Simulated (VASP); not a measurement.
# AlN (P6_3mc) in VASP: single point with HSE06

Aim: the single point of AlN with HSE06.

All numbers are computed with VASP 6.6.1; they aren't measurements. Logs are shortened: lines on timing, memory, paths and dates and some standing lists are left out, and cuts for length are marked.

## Step 1: The cell of the first run

The structure is hexagonal, space group P6_3mc (No. 186). Conventional cell: a = 3.113 Å, b = 3.113 Å, c = 4.981 Å, α = 90.00°, β = 90.00°, γ = 120.00°. Al (site symmetry 3m) has 4 N at 1.89 Å within 2.5 Å. N (site symmetry 3m) has 4 Al at 1.89 Å within 2.5 Å.

## Step 2: Single point, HSE06

The input, POSCAR:

```
AlN
1.0
    3.1130000000      0.0000000000      0.0000000000
   -1.5565000000      2.6959370800      0.0000000000
    0.0000000000      0.0000000000      4.9810000000
Al N
2 2
Direct
    0.3333333333      0.6666666667      0.0000000000
    0.6666666667      0.3333333333      0.5000000000
    0.3333333333      0.6666666667      0.3800000000
    0.6666666667      0.3333333333      0.8800000000
```

The input, INCAR.step1:

```
PREC = Accurate
ENCUT = 520
EDIFF = 1E-5
ISMEAR = 0
SIGMA = 0.01
LREAL = False
LASPH = True
NELM = 100
ALGO = Normal
ISIF = 2
LWAVE = True
LCHARG = False
NBANDS = 16
GGA = PE
```

The input, INCAR.step2:

```
PREC = Accurate
ENCUT = 520
EDIFF = 1E-6
ISMEAR = 0
SIGMA = 0.01
LREAL = False
LASPH = True
NELM = 100
ALGO = Normal
ISIF = 2
LWAVE = False
LCHARG = False
GGA = PE
LHFCALC = True
HFSCREEN = 0.2079
PRECFOCK = Normal
NBANDS = 16
ISTART = 1
```

The input, KPOINTS:

```
regular mesh
0
Gamma
  6 6 4
```

Potentials or basis: VASP PAW PBE potentials, release 64 (Al, N).

Run with:

```console
cat potpaw_PBE.64/Al/POTCAR potpaw_PBE.64/N/POTCAR > POTCAR
cp INCAR.step1 INCAR
mpirun -np 1 vasp_std > vasp.out
cp INCAR.step2 INCAR
mpirun -np 1 vasp_std > vasp.out
```

OUTCAR:

```text
PREC = Accurate
   ENCUT = 520
   EDIFF = 1E-6
   ISMEAR = 0
   LREAL = False
   LASPH = True
   NELM = 100
   ISIF = 2
   GGA = PE
   LHFCALC = True
   HFSCREEN = 0.2079
   PRECFOCK = Normal
   ISTART = 1

 ion  position               nearest neighbor table
   1  0.333  0.667  0.000-   3 1.89   4 1.89   4 1.89   4 1.89   2 3.07   2 3.07   2 3.07   2 3.07
                             2 3.07   2 3.07
   2  0.667  0.333  0.500-   4 1.89   3 1.89   3 1.89   3 1.89   1 3.07   1 3.07   1 3.07   1 3.07
                             1 3.07   1 3.07
   3  0.333  0.667  0.380-   1 1.89   2 1.89   2 1.89   2 1.89
   4  0.667  0.333  0.880-   2 1.89   1 1.89   1 1.89   1 1.89

  LATTYP: Found a hexagonal cell.
 ALAT       =     3.1130000000
 C/A-ratio  =     1.6000642467

  Lattice vectors:

 A1 = (   3.1130000000,   0.0000000000,   0.0000000000)
 A2 = (  -1.5565000000,   2.6959370800,   0.0000000000)
 A3 = (   0.0000000000,   0.0000000000,   4.9810000000)

Analysis of symmetry for initial positions (statically):
=====================================================================
 Subroutine PRICEL returns:
 Original cell was already a primitive cell.

 Routine SETGRP: Setting up the symmetry group for a
 hexagonal supercell.

 Subroutine GETGRP returns: Found 12 space group operations
 (whereof  6 operations were pure point group operations)
 out of a pool of 24 trial point group operations.

The static configuration has the point symmetry C_3v.
 The point group associated with its full space group is C_6v.

Analysis of symmetry for dynamics (positions and initial velocities):
=====================================================================
 Subroutine PRICEL returns:
 Original cell was already a primitive cell.

 Routine SETGRP: Setting up the symmetry group for a
 hexagonal supercell.

 Subroutine GETGRP returns: Found 12 space group operations
 (whereof  6 operations were pure point group operations)
 out of a pool of 24 trial point group operations.

The dynamic configuration has the point symmetry C_3v.
 The point group associated with its full space group is C_6v.

 Subroutine INISYM returns: Found 12 space group operations
 (whereof  6 operations are pure point group operations),
 and found     1 'primitive' translations

----------------------------------------------------------------------------------------

                                     Primitive cell

  volume of cell :      41.8028

  direct lattice vectors                    reciprocal lattice vectors
     3.113000000  0.000000000  0.000000000     0.321233537  0.185464269  0.000000000
    -1.556500000  2.695937080  0.000000000     0.000000000  0.370928538  0.000000000
     0.000000000  0.000000000  4.981000000     0.000000000  0.000000000  0.200762899

  length of vectors
     3.113000000  3.112999998  4.981000000     0.370928538  0.370928538  0.200762899

  position of ions in fractional coordinates (direct lattice)
     0.333333333  0.666666667  0.000000000
     0.666666667  0.333333333  0.500000000
     0.333333333  0.666666667  0.380000000
     0.666666667  0.333333333  0.880000000

  ion indices of the primitive-cell ions
   primitive index   ion index
                 1           1
                 2           2
                 3           3
                 4           4

----------------------------------------------------------------------------------------

 KPOINTS: regular mesh

Automatic generation of k-mesh.
 Grid dimensions read from file:
 generate k-points for:    6    6    4

 Generating k-lattice:

  Cartesian coordinates                     Fractional coordinates (reciprocal lattice)
     0.053538923  0.030910712  0.000000000     0.166666667 -0.000000000  0.000000000
     0.000000000  0.061821423  0.000000000     0.000000000  0.166666667  0.000000000
     0.000000000  0.000000000  0.050190725     0.000000000  0.000000000  0.250000000

  Length of vectors
     0.061821423  0.061821423  0.050190725

  Shift w.r.t. Gamma in fractional coordinates (k-lattice)
     0.000000000  0.000000000  0.000000000

 Subroutine IBZKPT returns following result:
 ===========================================

 Found     21 irreducible k-points:

 Following reciprocal coordinates:
            Coordinates               Weight
  0.000000  0.000000  0.000000      1.000000
  0.166667  0.000000  0.000000      6.000000
  0.333333  0.000000  0.000000      6.000000
  0.500000  0.000000  0.000000      3.000000
  0.166667  0.166667  0.000000      6.000000
  0.333333  0.166667  0.000000     12.000000
[... 13 lines left out ...]
  0.333333  0.166667  0.500000     12.000000
  0.333333  0.333333  0.500000      2.000000
   k-points           NKPTS =     21   k-points in BZ     NKDIM =    144   number of bands    NBANDS=     16
   number of dos      NEDOS =    301   number of ions     NIONS =      4
   total plane-waves  NPLWV =  23040
   dimension x,y,z NGX =    24 NGY =   24 NGZ =   40
   dimension x,y,z NGXF=    48 NGYF=   48 NGZF=   80
   ions per type =               2   2
   NGX,Y,Z   is equivalent  to a cutoff of  12.82, 12.82, 13.35 a.u.
   NGXF,Y,Z  is equivalent  to a cutoff of  25.63, 25.63, 26.70 a.u.
 SYSTEM =  unknown system
   PREC   = accura    normal or accurate (medium, high low for compatibility)
   ISTART =      1    job   : 0-new  1-cont  2-samecut
   ICHARG =      0    charge: 1-file 2-atom 10-const
   ISPIN  =      1    spin polarized calculation?
   LNONCOLLINEAR =      F non collinear calculations
   LSORBIT =      F    spin-orbit coupling
   LASPH  =      T    aspherical Exc in radial PAW
   ENCUT  =  520.0 eV  38.22 Ry    6.18 a.u.   5.79  5.79  9.26*2*pi/ulx,y,z
   NELM   =    100;   NELMIN=  2; NELMDL=  0     # of ELM steps
   EDIFF  = 0.1E-05   stopping-criterion for ELM
   LREAL  =      F    real-space projection
   EDIFFG = 0.1E-04   stopping-criterion for IOM
   NSW    =      0    number of steps for IOM
   IBRION =     -1    ionic relax: 0-MD 1-quasi-New 2-CG
   NFREE  =      0    steps in history (QN), initial steepest desc. (CG)
   ISIF   =      2    stress and relaxation
   ISYM   =      3    0-nonsym 1-usesym 2-fastsym
   POTIM  = 0.5000    time-step for ionic-motion
   TEBEG  =    0.0;   TEEND  =   0.0 temperature during run
   PSTRESS=    0.0 pullay stress
   NELECT =      16.0000    total number of electrons
   NUPDOWN=      -1.0000    fix difference up-down
   EMIN   =  10.00;   EMAX   =-10.00  energy-range for DOS
   EFERMI =   0.00;   METHOD = LEGACY
   ISMEAR =     0;   SIGMA  =   0.01  broadening in eV -4-tet -1-fermi 0-gaus
   EFERMI_NEDOS =   21; number of points for ismear=-14 and -15
   IALGO  =     38    algorithm
   IMIX   =      1    mixing-type and parameters
     AMIX     =   0.40;   BMIX     =  1.00
     AMIX_MAG =   1.60;   BMIX_MAG =  1.00
  volume/ion in A,a.u.               =      10.45        70.52
  Fermi-wavevector in a.u.,A,eV,Ry     =   1.188629  2.246183 19.222843  1.412839
  Thomas-Fermi vector in A             =   2.324754
   LORBIT       =      0    0 simple, 1 ext, 2 COOP (PROOUT), +10 PAW based schemes
   GGA     = PE    functional components
   LHFCALC =     T    Hartree Fock is set to
   PRECFOCK=normal    Normal, Fast or Accurate (Low or Medium for compatibility)
   ENCUT4O =  -1.0   cutoff for four orbital integrals eV
   NKREDX  =     1    reduce k-point grid by
   NKREDY  =     1    reduce k-point grid by
   NKREDZ  =     1    reduce k-point grid by
   AEXX    =    0.2500 exact exchange contribution
   HFSCREEN=    0.2079 screening length (either q_TF or 0.3 A-1)
   HFSCREENC=   0.2079 screening length for correlation (either q_TF or 0.3 A-1)
   ENCUTFOCK=  -1.0 apply spherical cutoff to Coloumb kernel
   IVDW    =     0    specifies the selected vdW correction
   LEPSILON=     F    determine dielectric tensor
   LRPA    =     F    only Hartree local field effects (RPA)
 non-spin polarized calculation
 Gauss-broadening in eV      SIGMA  =   0.01
  energy-cutoff  :      520.00
  volume of cell :       41.80
 maximum number of plane-waves:      1152
 NGX is ok and might be reduce to    24
  NGX = 18; NGY = 18; NGZ = 28

 number of electron      15.9999997 magnetization

 Free energy of the ion-electron system (eV)
  ---------------------------------------------------
  ext. energy  EPLUGINS =         0.00000000
  ---------------------------------------------------
  free energy    TOTEN  =       -34.89204552 eV

  energy without entropy =      -34.89204552  energy(sigma->0) =      -34.89204552

 E-fermi :   5.2619     XC(G=0):  -8.9929

 val. band max:        5.2101427316   @ k =   0.0000   0.0000   0.0000
 cond. band min:      10.7830209415   @ k =   0.0000   0.0000   0.0000
 fundamental gap:      5.5728782099
 Fermi energy:         5.2618962987

 k-point     1 :       0.0000    0.0000    0.0000
  band No.  band energies     occupation
      1     -11.4597      2.00000
      2      -9.1698      2.00000
      3      -1.2729      2.00000
      4       4.2903      2.00000
      5       4.2903      2.00000
      6       5.0168      2.00000
[... 8 lines left out ...]
     15      20.1185      0.00000
     16      20.1185      0.00000

 k-point     2 :       0.1667    0.0000    0.0000
  band No.  band energies     occupation
      1     -11.0890      2.00000
      2      -8.9702      2.00000
      3      -0.8185      2.00000
      4       2.7766      2.00000
      5       3.6518      2.00000
      6       3.8628      2.00000
[... 8 lines left out ...]
     15      19.3717      0.00000
     16      19.7095      0.00000

 k-point     3 :       0.3333    0.0000    0.0000
  band No.  band energies     occupation
      1     -10.1341      2.00000
      2      -8.6176      2.00000
      3       0.3571      2.00000
      4       0.4388      2.00000
      5       1.6464      2.00000
      6       3.2146      2.00000
[... 8 lines left out ...]
     15      19.1467      0.00000
     16      21.5362      0.00000
[... 305 lines left out ...]
 k-point    20 :       0.3333    0.1667    0.5000
  band No.  band energies     occupation
      1      -8.9893      2.00000
      2      -8.9893      2.00000
      3      -0.3568      2.00000
      4      -0.3568      2.00000
      5       2.3978      2.00000
      6       2.3978      2.00000
[... 8 lines left out ...]
     15      20.5200      0.00000
     16      20.5200      0.00000

 k-point    21 :       0.3333    0.3333    0.5000
  band No.  band energies     occupation
      1      -8.7518      2.00000
      2      -8.7518      2.00000
      3      -0.0187      2.00000
      4      -0.0187      2.00000
      5       1.0772      2.00000
      6       1.0772      2.00000
[... 8 lines left out ...]
     15      20.7652      0.00000
     16      20.7652      0.00000

------------------------ aborting loop because EDIFF is reached ----------------------------------------

  FORCE on cell =-STRESS in cart. coord.  units (eV):
  Direction    XX          YY          ZZ          XY          YZ          ZX
  --------------------------------------------------------------------------------------
  -------------------------------------------------------------------------------------
  Total       -0.5901518     -0.5901518     -0.1682742      0.0000000      0.0000000      0.0000000
  in kB      -22.6187665    -22.6187664     -6.4494498      0.0000000      0.0000000      0.0000000
  external PRESSURE =     -17.2289942 kB  Pullay stress =       0.0000000 kB

 VOLUME and BASIS-vectors are now :
 -----------------------------------------------------------------------------
  energy-cutoff  :      520.00
  volume of cell :       41.80
      direct lattice vectors                 reciprocal lattice vectors
     3.113000000  0.000000000  0.000000000     0.321233537  0.185464269  0.000000000
    -1.556500000  2.695937080  0.000000000     0.000000000  0.370928538  0.000000000
     0.000000000  0.000000000  4.981000000     0.000000000  0.000000000  0.200762899

 POSITION                                       TOTAL-FORCE (eV/Angst)
 -----------------------------------------------------------------------------------
     -0.00000      1.79729      0.00000         0.000000      0.000000     -0.128055
      1.55650      0.89865      2.49050        -0.000000     -0.000000     -0.128055
     -0.00000      1.79729      1.89278        -0.000000     -0.000000      0.128055
      1.55650      0.89865      4.38328         0.000000      0.000000      0.128055
 -----------------------------------------------------------------------------------
    total drift:                               -0.000000     -0.000000      0.000223

  FREE ENERGIE OF THE ION-ELECTRON SYSTEM (eV)
  ---------------------------------------------------
  free  energy   TOTEN  =       -34.8920455181 eV

  energy  without entropy=      -34.8920455181  energy(sigma->0) =      -34.89204552
```

Run time: 11 min. Hardware: 1 thread of Intel Xeon 6975P-C (Granite Rapids), shared host; peak memory 0.26 GiB.

Results:

```yaml
Free_energy: -34.8920 eV
Pressure: -1.7 GPa
Largest_force: 0.128 eV/Å
Band_gap_on_the_k_mesh: 5.57 eV
```

Forces on the atoms (eV/Å):
```
Al   0.000  0.000 -0.128
Al   0.000  0.000 -0.128
N    0.000  0.000  0.128
N    0.000  0.000  0.128
```

Caveat: the PAW data sets were made with another functional, which shifts forces and pressure a little.
